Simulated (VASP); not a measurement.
# In (I4/mmm) in VASP: a series of runs

In is run at these levels: RPBE+D3(BJ), PBE0; tasks: single point.

Program: VASP 6.6.1. These are calculated values, not measurements. Logs are shortened: lines on timing, memory, paths and dates and some standing lists are left out, and cuts for length are marked.

## Step 1: The cell of the first run

It takes space group I4/mmm (No. 139, tetragonal). The conventional cell has a = 3.251 Å, b = 3.251 Å, c = 4.947 Å, α = 90.00°, β = 90.00°, γ = 90.00°. In (site symmetry 4/mmm) has 12 In at 3.25 to 3.38 Å within 4.3 Å.

## Step 2: Single point, RPBE+D3(BJ)

The input, INCAR:

```
SYSTEM = In
PREC = Accurate
ENCUT = 500
EDIFF = 1E-6
ISMEAR = 0
SIGMA = 0.1
LREAL = .FALSE.
LASPH = .TRUE.
NELM = 120
ALGO = Normal
ISIF = 2
LWAVE = .FALSE.
LCHARG = .FALSE.
GGA = RP
IVDW = 12
NBANDS = 12
GGA_COMPAT = .FALSE.
```

The input, KPOINTS:

```
Automatic mesh
0
G
  11 11 11
  0 0 0
```

The input, POSCAR:

```
In
1.0
   -1.6254700000      1.6254700000      2.4737000000
    1.6254700000     -1.6254700000      2.4737000000
    1.6254700000      1.6254700000     -2.4737000000
In
1
Direct
    0.0000000000      0.0000000000      0.0000000000
```

Potentials or basis: VASP PAW PBE potentials, release 64 (In_d).

The run is started by

```console
$ cat potpaw_PBE.64/In_d/POTCAR > POTCAR
$ mpirun -np 1 vasp_std > vasp.out
```

OUTCAR:

```text
SYSTEM = In
   PREC = Accurate
   ENCUT = 500
   EDIFF = 1E-6
   ISMEAR = 0
   LREAL = .FALSE.
   LASPH = .TRUE.
   NELM = 120
   ISIF = 2
   GGA = RP
   IVDW = 12
 IVDW          = 12

 ion  position               nearest neighbor table
   1  0.000  0.000  0.000-

  LATTYP: Found a body centered tetragonal cell.
 ALAT       =     3.2509400000
 C/A-ratio  =     1.5218367611

  Lattice vectors:

 A1 = (  -1.6254700000,   1.6254700000,   2.4737000000)
 A2 = (   1.6254700000,  -1.6254700000,   2.4737000000)
 A3 = (   1.6254700000,   1.6254700000,  -2.4737000000)

Analysis of symmetry for initial positions (statically):
=====================================================================
 Subroutine PRICEL returns:
 Original cell was already a primitive cell.

 Routine SETGRP: Setting up the symmetry group for a
 body centered tetragonal supercell.

 Subroutine GETGRP returns: Found 16 space group operations
 (whereof 16 operations were pure point group operations)
 out of a pool of 16 trial point group operations.

The static configuration has the point symmetry D_4h.

Analysis of symmetry for dynamics (positions and initial velocities):
=====================================================================
 Subroutine PRICEL returns:
 Original cell was already a primitive cell.

 Routine SETGRP: Setting up the symmetry group for a
 body centered tetragonal supercell.

 Subroutine GETGRP returns: Found 16 space group operations
 (whereof 16 operations were pure point group operations)
 out of a pool of 16 trial point group operations.

The dynamic configuration has the point symmetry D_4h.

 Subroutine INISYM returns: Found 16 space group operations
 (whereof 16 operations are pure point group operations),
 and found     1 'primitive' translations

----------------------------------------------------------------------------------------

                                     Primitive cell

  volume of cell :      26.1436

  direct lattice vectors                    reciprocal lattice vectors
    -1.625470000  1.625470000  2.473700000     0.000000000  0.307603339  0.202126369
     1.625470000 -1.625470000  2.473700000     0.307603339  0.000000000  0.202126369
     1.625470000  1.625470000 -2.473700000     0.307603339  0.307603339  0.000000000

  length of vectors
     3.376906444  3.376906444  3.376906444     0.368069129  0.368069129  0.435016814

  position of ions in fractional coordinates (direct lattice)
     0.000000000  0.000000000  0.000000000

  ion indices of the primitive-cell ions
   primitive index   ion index
                 1           1

----------------------------------------------------------------------------------------

 KPOINTS: Automatic mesh

Automatic generation of k-mesh.
 Grid dimensions read from file:
 generate k-points for:   11   11   11

 Generating k-lattice:

  Cartesian coordinates                     Fractional coordinates (reciprocal lattice)
     0.000000000  0.027963940  0.018375124     0.090909091  0.000000000 -0.000000000
     0.027963940  0.000000000  0.018375124     0.000000000  0.090909091 -0.000000000
     0.027963940  0.027963940  0.000000000     0.000000000  0.000000000  0.090909091

  Length of vectors
     0.033460830  0.033460830  0.039546983

  Shift w.r.t. Gamma in fractional coordinates (k-lattice)
     0.000000000  0.000000000  0.000000000

 Subroutine IBZKPT returns following result:
 ===========================================

 Found    126 irreducible k-points:

 Following reciprocal coordinates:
            Coordinates               Weight
  0.000000  0.000000  0.000000      1.000000
  0.090909  0.000000 -0.000000      8.000000
  0.181818  0.000000 -0.000000      8.000000
  0.272727  0.000000 -0.000000      8.000000
  0.363636  0.000000 -0.000000      8.000000
  0.454545  0.000000 -0.000000      8.000000
[... 16 lines left out ...]
 -0.272727  0.181818 -0.000000     16.000000
 -0.181818  0.181818  0.000000      4.000000
 [... further k-points ...]
   k-points           NKPTS =    126   k-points in BZ     NKDIM =    126   number of bands    NBANDS=     12
   number of dos      NEDOS =    301   number of ions     NIONS =      1
   total plane-waves  NPLWV =  21952
   dimension x,y,z NGX =    28 NGY =   28 NGZ =   28
   dimension x,y,z NGXF=    56 NGYF=   56 NGZF=   56
   ions per type =               1
   NGX,Y,Z   is equivalent  to a cutoff of  13.78, 13.78, 13.78 a.u.
   NGXF,Y,Z  is equivalent  to a cutoff of  27.57, 27.57, 27.57 a.u.
 SYSTEM =  In
   PREC   = accura    normal or accurate (medium, high low for compatibility)
   ISTART =      0    job   : 0-new  1-cont  2-samecut
   ICHARG =      2    charge: 1-file 2-atom 10-const
   ISPIN  =      1    spin polarized calculation?
   LNONCOLLINEAR =      F non collinear calculations
   LSORBIT =      F    spin-orbit coupling
   LASPH  =      T    aspherical Exc in radial PAW
   ENCUT  =  500.0 eV  36.75 Ry    6.06 a.u.   6.16  6.16  6.16*2*pi/ulx,y,z
[... 59 lines left out ...]
      7      18.2632      0.00000
      8      18.2632      0.00000
      9      18.4445      0.00000
     10      19.1822      0.00000
     11      21.5948      0.00000
     12      21.7272      0.00000

 k-point     2 :       0.0909    0.0000   -0.0000
  band No.  band energies     occupation
      1      -7.0842      2.00000
      2      -6.9927      2.00000
      3      -6.9791      2.00000
      4      -6.9087      2.00000
      5      -6.8136      2.00000
      6      -1.6911      2.00000
      7      16.2438      0.00000
      8      17.9374      0.00000
      9      18.0413      0.00000
     10      19.0107      0.00000
     11      21.9804      0.00000
     12      22.2107      0.00000

 k-point     3 :       0.1818    0.0000   -0.0000
  band No.  band energies     occupation
      1      -7.0647      2.00000
      2      -7.0025      2.00000
      3      -6.9533      2.00000
      4      -6.8812      2.00000
      5      -6.8184      2.00000
      6      -1.1402      2.00000
      7      13.1066      0.00000
      8      17.0776      0.00000
      9      17.6152      0.00000
     10      18.9542      0.00000
     11      20.8709      0.00000
     12      23.2748      0.00000

 k-point     4 :       0.2727    0.0000   -0.0000
  band No.  band energies     occupation
      1      -7.0637      2.00000
      2      -7.0257      2.00000
      3      -6.9462      2.00000
      4      -6.8143      2.00000
      5      -6.7971      2.00000
      6      -0.2092      2.00000
      7      10.1016      0.00000
      8      16.2534      0.00000
      9      17.2423      0.00000
     10      18.8873      0.00000
     11      19.9594      0.00000
     12      22.4427      0.00000

 k-point     5 :       0.3636    0.0000   -0.0000
  band No.  band energies     occupation
      1      -7.0782      2.00000
      2      -7.0484      2.00000
      3      -6.9610      2.00000
      4      -6.7555      2.00000
      5      -6.7388      2.00000
      6       1.1027      2.00000
      7       7.3726      2.00000
      8      15.6260      0.00000
      9      17.0002      0.00000
     10      18.8024      0.00000
     11      19.3731      0.00000
     12      21.4583      0.00000
[... 228 lines left out ...]
      1      -7.0899      2.00000
      2      -6.9905      2.00000
      3      -6.9326      2.00000
      4      -6.8215      2.00000
      5      -6.6916      2.00000
      6       2.3814      2.00000
      7       7.0152      2.00000
      8      13.2966      0.00000
      9      13.7813      0.00000
     10      16.3871      0.00000
     11      21.7318      0.00000
     12      22.5009      0.00000

 k-point    22 :      -0.3636    0.1818    0.0000
  band No.  band energies     occupation
      1      -7.0919      2.00000
      2      -6.9836      2.00000
      3      -6.9157      2.00000
      4      -6.8472      2.00000
      5      -6.7323      2.00000
      6       0.9347      2.00000
      7       9.5602      0.00000
      8      13.6990      0.00000
      9      14.5574      0.00000
     10      16.5418      0.00000
     11      19.8740      0.00000
     12      22.8076      0.00000

 k-point    23 :      -0.2727    0.1818   -0.0000
  band No.  band energies     occupation
      1      -7.0843      2.00000
      2      -6.9593      2.00000
      3      -6.9086      2.00000
      4      -6.8835      2.00000
      5      -6.7952      2.00000
      6      -0.1480      2.00000
      7      12.3840      0.00000
      8      14.2023      0.00000
      9      15.4480      0.00000
     10      17.1907      0.00000
     11      18.1362      0.00000
     12      23.7151      0.00000

 k-point    24 :      -0.1818    0.1818    0.0000
  band No.  band energies     occupation
      1      -7.0612      2.00000
      2      -6.9653      2.00000
      3      -6.9183      2.00000
      4      -6.9128      2.00000
      5      -6.8306      2.00000
      6      -0.8515      2.00000
      7      14.8609      0.00000
      8      15.1143      0.00000
      9      15.8132      0.00000
     10      16.9417      0.00000
     11      19.1502      0.00000
     12      24.1281      0.00000

 [... further k-points ...]

------------------------ aborting loop because EDIFF is reached ----------------------------------------

 Edisp (eV)   -2.06649

 E8    (eV) :    -1.4860

  FORCE on cell =-STRESS in cart. coord.  units (eV):
  Direction    XX          YY          ZZ          XY          YZ          ZX
  --------------------------------------------------------------------------------------
  -------------------------------------------------------------------------------------
  Total      -2.34305    -2.34305    -2.54836     0.00000    -0.00000     0.00000
  in kB    -143.59093  -143.59093  -156.17323     0.00000    -0.00000     0.00000
  external pressure =     -147.79 kB  Pullay stress =        0.00 kB

 VOLUME and BASIS-vectors are now :
 -----------------------------------------------------------------------------
  energy-cutoff  :      500.00
  volume of cell :       26.14
      direct lattice vectors                 reciprocal lattice vectors
    -1.625470000  1.625470000  2.473700000     0.000000000  0.307603339  0.202126369
     1.625470000 -1.625470000  2.473700000     0.307603339  0.000000000  0.202126369
     1.625470000  1.625470000 -2.473700000     0.307603339  0.307603339  0.000000000

 POSITION                                       TOTAL-FORCE (eV/Angst)
 -----------------------------------------------------------------------------------
      0.00000      0.00000      0.00000        -0.000000     -0.000000      0.000000
 -----------------------------------------------------------------------------------
    total drift:                               -0.000000     -0.000000      0.000000

  FREE ENERGIE OF THE ION-ELECTRON SYSTEM (eV)
  ---------------------------------------------------
  free  energy   TOTEN  =        -4.2360056789 eV

  energy  without entropy=       -4.2337574144  energy(sigma->0) =       -4.23488155
```

Wall time 39 s (1 thread of Oxide Virtual Turin-like, shared host); peak memory 0.15 GiB.

Results:

```
Free energy                : -4.2360 eV
Pressure                   : -14.8 GPa
Band gap on the k mesh     : zero (an odd number of electrons rules out a gap without spin polarisation)
Dispersion energy per atom : -2.066 eV
```

Caveat: three body term missing; the cell stands under tension; the dispersion term is far too large for a dense solid, which distorts pressure and volume; the PAW data sets were made with another functional, which shifts forces and pressure a little; spin-orbit coupling is left out, which moves the levels of the heavy elements.

## Step 3: Single point, PBE0

This run uses another cell than the first one, of 24.57 Å³/atom.

The input, POSCAR:

```
In
1.0
   -1.5922878321      1.5922878321      2.4232021571
    1.5922878321     -1.5922878321      2.4232021571
    1.5922878321      1.5922878321     -2.4232021571
In
1
Direct
    0.0000000000      0.0000000000      0.0000000000
```

The input, INCAR.step1:

```
PREC     = Accurate       # precision mode
ENCUT    = 400            # plane-wave cutoff, eV
EDIFF    = 1E-5           # SCF threshold, eV
ISMEAR   = -1             # smearing method
SIGMA    = 0.05           # smearing width, eV
LREAL    = F              # projectors in reciprocal space
LASPH    = T              # aspherical terms in the spheres
NELM     = 120            # most SCF steps
ALGO     = Normal         # electronic algorithm
ISIF     = 2              # what is computed and relaxed
LWAVE    = T              # write WAVECAR
GGA      = PE             # functional
NBANDS   = 12             # bands
GGA_COMPAT= F
```

The input, INCAR.step2:

```
PREC     = Accurate       # precision mode
ENCUT    = 400            # plane-wave cutoff, eV
EDIFF    = 1E-6           # SCF threshold, eV
ISMEAR   = -1             # smearing method
SIGMA    = 0.05           # smearing width, eV
LREAL    = F              # projectors in reciprocal space
LASPH    = T              # aspherical terms in the spheres
NELM     = 120            # most SCF steps
ALGO     = Normal         # electronic algorithm
ISIF     = 2              # what is computed and relaxed
LWAVE    = F              # write WAVECAR
LCHARG   = T              # write CHGCAR
GGA      = PE             # functional
LHFCALC  = T              # exact exchange
AEXX     = 0.25           # exact-exchange fraction
PRECFOCK = Normal       
LELF     = T              # ELF
LVHAR    = T            
ISTART   = 1            
NBANDS   = 12             # bands
GGA_COMPAT= F
```

The input, KPOINTS:

```
regular mesh
0
Gamma
  6 6 6
```

Potentials or basis: VASP PAW PBE potentials, release 64 (In_d).

The run is started by

```console
$ cat potpaw_PBE.64/In_d/POTCAR > POTCAR
$ cp INCAR.step1 INCAR
$ mpirun -np 1 vasp_std > vasp.out
$ cp INCAR.step2 INCAR
$ mpirun -np 1 vasp_std > vasp.out
```

Wall time 32 min (1 thread of Oxide Virtual Turin-like, shared host); peak memory 0.12 GiB.

It converged, with:

- Free energy: -3.2372 eV
- Pressure: 2.5 GPa
- Band gap on the k mesh: zero (an odd number of electrons rules out a gap without spin polarisation)

Stress tensor (GPa, compression positive):
```
 4.24  0.00  0.00
 0.00  4.24  0.00
 0.00  0.00 -1.03
```

Levels at points of the mesh, in eV from the Fermi level:
```tsv
k point	band 2	band 3	band 4	band 5	band 6	band 7	band 8	band 9	band 10	band 11
(0.00, 0.00, 0.00)	-17.27	-17.27	-17.18	-17.04	-11.87	12.37	12.37	12.58	12.74	15.65
(0.50, 0.00, 0.00)	-17.36	-17.25	-16.94	-16.90	-5.38	-4.71	9.00	10.84	12.26	12.91
(0.50, 0.50, 0.00)	-17.48	-16.94	-16.92	-16.81	-2.96	-1.93	4.40	4.86	8.22	8.31
(0.50, 0.50, 0.50)	-17.48	-16.91	-16.89	-16.89	-3.73	-3.53	5.73	5.73	9.24	9.52
```

Caveat: the k points lie up to 0.39 Å⁻¹ apart, too coarse for converged energies and pressures of a metal; the PAW data sets were made with another functional, which shifts forces and pressure a little; spin-orbit coupling is left out, which moves the levels of the heavy elements.

## Step 4: Single point, PBE0

This run uses another cell than the first one, of 25.62 Å³/atom.

The input, POSCAR:

```
In
1.0
   -1.6145604767      1.6145604767      2.4570974863
    1.6145604767     -1.6145604767      2.4570974863
    1.6145604767      1.6145604767     -2.4570974863
In
1
Direct
    0.0000000000      0.0000000000      0.0000000000
```

The input, INCAR.step1:

```
PREC = Accurate
ENCUT = 400
EDIFF = 1E-5
ISMEAR = -1
SIGMA = 0.05
LREAL = F
LASPH = T
NELM = 120
ALGO = Normal
ISIF = 2
LWAVE = T
LCHARG = F
NBANDS = 12
GGA = PE
GGA_COMPAT = F
```

The input, INCAR.step2:

```
PREC = Accurate
ENCUT = 400
EDIFF = 1E-6
ISMEAR = -1
SIGMA = 0.05
LREAL = F
LASPH = T
NELM = 120
ALGO = Normal
ISIF = 2
LWAVE = F
LCHARG = F
GGA = PE
LHFCALC = T
AEXX = 0.25
PRECFOCK = Normal
NBANDS = 12
ISTART = 1
GGA_COMPAT = F
```

The input, KPOINTS:

```
Automatic mesh
0
Gamma
  6 6 6
```

The run is started by

```console
$ cat potpaw_PBE.64/In_d/POTCAR > POTCAR
$ cp INCAR.step1 INCAR
$ mpirun -np 1 vasp_std > vasp.out
$ cp INCAR.step2 INCAR
$ mpirun -np 1 vasp_std > vasp.out
```

Run time: 32 min. Hardware: 1 thread of Oxide Virtual Turin-like, shared host; peak memory 0.12 GiB.

Results (log left out):

| Quantity | Value |
| --- | --- |
| Free energy | -3.2474 eV |
| Pressure | -0.2 GPa |
| Band gap on the k mesh | zero (an odd number of electrons rules out a gap without spin polarisation) |

Stress tensor (GPa, compression positive):
```
 1.32  0.00  0.00
 0.00  1.32  0.00
 0.00  0.00 -3.28
```

Levels at points of the mesh, in eV from the Fermi level:
| k point | band 2 | band 3 | band 4 | band 5 | band 6 | band 7 | band 8 | band 9 | band 10 | band 11 |
| --- | --- | --- | --- | --- | --- | --- | --- | --- | --- | --- |
| (0.00, 0.00, 0.00) | -17.18 | -17.18 | -17.09 | -16.97 | -11.48 | 12.03 | 12.03 | 12.22 | 12.69 | 15.30 |
| (0.50, 0.00, 0.00) | -17.25 | -17.15 | -16.88 | -16.84 | -5.30 | -4.44 | 8.79 | 10.55 | 12.19 | 12.64 |
| (0.50, 0.50, 0.00) | -17.35 | -16.88 | -16.86 | -16.76 | -2.75 | -1.99 | 4.36 | 4.83 | 8.02 | 8.20 |
| (0.50, 0.50, 0.50) | -17.35 | -16.85 | -16.83 | -16.83 | -3.54 | -3.49 | 5.66 | 5.66 | 9.09 | 9.28 |

Caveat: the k points lie up to 0.39 Å⁻¹ apart, too coarse for converged energies and pressures of a metal; the PAW data sets were made with another functional, which shifts forces and pressure a little; spin-orbit coupling is left out, which moves the levels of the heavy elements.

## Step 5: Summary

```csv
level,cell,k mesh,cutoff (eV),smearing,grid for exact exchange (PRECFOCK),share of exact exchange,gap on the mesh (eV),pressure (GPa)
RPBE+D3(BJ),"a = 3.377 Å, angles 122.5, 122.5, 85.8°, 1 atom",11 × 11 × 11,500,gaussian 0.1 eV,-,-,none,-14.8
PBE0,"a = 3.308 Å, angles 122.5, 122.5, 85.8°, 1 atom",6 × 6 × 6,400,fermi-dirac 0.05 eV,Normal,0.25,none,2.5
PBE0,"a = 3.354 Å, angles 122.5, 122.5, 85.8°, 1 atom",6 × 6 × 6,400,fermi-dirac 0.05 eV,Normal,0.25,none,-0.2
```

Alike in all rows: task single point; potentials or basis VASP PAW PBE potentials, release 64 (In_d); no spin polarisation.

Caveats: some runs use coarse meshes; the PAW data sets were made with another functional, which shifts forces and pressure a little; spin-orbit coupling is left out, which moves the levels of the heavy elements; three body term missing (at least some runs); the cell stands under tension (at least some runs); the dispersion term is far too large for a dense solid, which distorts pressure and volume (at least some runs).

Absolute energies hang on the potentials; compare differences alone.
